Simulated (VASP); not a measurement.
Here is a VASP 6.6.1 calculation.

File INCAR:

```
SYSTEM = AgPd2
ALGO     = Normal         ! electronic algorithm
EDIFF    = 1E-6           ! SCF threshold, eV
ENCUT    = 520            ! plane-wave cutoff, eV
GGA      = PE             ! functional
ISIF     = 2              ! what is computed and relaxed
ISMEAR   = 0              ! smearing method
LASPH    = .TRUE.         ! aspherical terms in the spheres
LCHARG   = .TRUE.         ! write CHGCAR
LELF     = .TRUE.         ! ELF
LREAL    = .FALSE.        ! projectors in reciprocal space
LVHAR    = .TRUE.       
LWAVE    = .FALSE.        ! write WAVECAR
NBANDS   = 22             ! bands
NELM     = 60             ! most SCF steps
PREC     = Accurate       ! precision mode
SIGMA    = 0.1            ! smearing width, eV
```

Contents of KPOINTS:

```
k-points
0
G
  6 6 6
  0 0 0
```

Contents of POSCAR:

```
AgPd2
1.0
    0.0000000000      2.9857738800      2.9857738800
    2.9857738800      0.0000000000      2.9857738800
    2.9857738800      2.9857738800      0.0000000000
Ag Pd
1 2
Direct
    0.0000000000      0.0000000000      0.0000000000
    0.2500000000      0.2500000000      0.2500000000
    0.7500000000      0.7500000000      0.7500000000
```

Potentials or basis: VASP PAW PBE potentials, release 64 (Ag, Pd).

Run with:

```bash
$ cat potpaw_PBE.64/Ag/POTCAR potpaw_PBE.64/Pd/POTCAR > POTCAR
$ mpirun -np 1 vasp_std > vasp.out
```

Problem. Predict the pressure.

Solution. 10.7 GPa.
